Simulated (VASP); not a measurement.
Be2Se:

```xyz
6
Lattice="4.5117 0.0000 0.0000 0.0000 3.9393 0.0000 -0.3363 0.0000 5.6774" Properties=species:S:1:pos:R:3 pbc="T T T"
Be    2.2559    0.0000    0.0000
Be    2.0877    0.0000    2.8387
Be   -0.0841    2.9993    1.4193
Be   -0.2522    0.9400    4.2580
Se    0.0000    1.9697    0.0000
Se   -0.1682    1.9697    2.8387
```

The cell was built from a structure type or drawn by symmetry, and may not be a known phase.

- Program: VASP 6.6.1
- Task: relaxation of cell and atoms
- Functional: PBE
- Potentials or basis: VASP PAW PBE potentials, release 64 (Be, Se)
- Cutoff: 600 eV
- k mesh: 4 × 4 × 3
- Occupations: gaussian, width 0.2 eV
- Spin: no spin polarisation

At the start: pressure 19.8 GPa; volume 16.82 Å³/atom.

**Question.** Where does the relaxation end?

**Answer.** Over 16 steps the energy falls by 1109.5 meV/atom and the volume is 13.68 Å³/atom (-18.6 %); space group P2/c (No. 13, to 0.1 Å) before and after.

Step by step:
```
step  energy change (eV)  largest force (eV/Å)  pressure (GPa)  volume (Å³)
   1              0.0000                7.0434           19.75       100.91
   2             -3.5285                0.4729          -12.32       131.39
   3             -3.9474                0.2797           -7.98       120.46
   4             -5.1515                0.4369           -7.44       107.16
   5             -4.7032                0.8658           23.12        69.77
   6             -6.1395                0.5830           -3.13        91.81
   7             -6.2222                0.5979            1.50        84.66
   8             -6.2375                0.5950            0.00        86.59
   9             -6.2358                0.5963            0.48        85.94
  10             -6.2874                0.5459            0.26        85.52
  11             -6.4070                0.4238            0.03        84.22
  12             -6.5379                0.2284            0.95        81.48
  13             -6.6145                0.1697            0.13        82.04
  14             -6.6479                0.1065           -0.47        82.59
  15             -6.6487                0.0969           -0.53        82.66
  16             -6.6567                0.0750            0.00        82.09
```

Final structure:
```yaml
crystal:
  lattice:
    - [3.42652, 0.00000, 0.16598]
    - [0.00000, 3.57030, 0.00000]
    - [0.16672, 0.00000, 6.71816]
  atoms:
    - { symbol: Be, position: [0.50000, 0.00000, 0.00000] }
    - { symbol: Be, position: [0.50000, 0.00000, 0.50000] }
    - { symbol: Be, position: [0.00000, 0.98416, 0.25000] }
    - { symbol: Be, position: [0.00000, 0.01584, 0.75000] }
    - { symbol: Se, position: [0.00000, 0.50000, 0.00000] }
    - { symbol: Se, position: [0.00000, 0.50000, 0.50000] }
```

Caveat: the k points lie up to 0.46 Å⁻¹ apart in the final cell, too coarse for converged energies and pressures of a metal; the volume moved by over 15 % at a fixed basis, so the end points are rough; the relaxation stopped at a loose force limit of 0.08 eV/Å, so its end isn't a converged minimum.
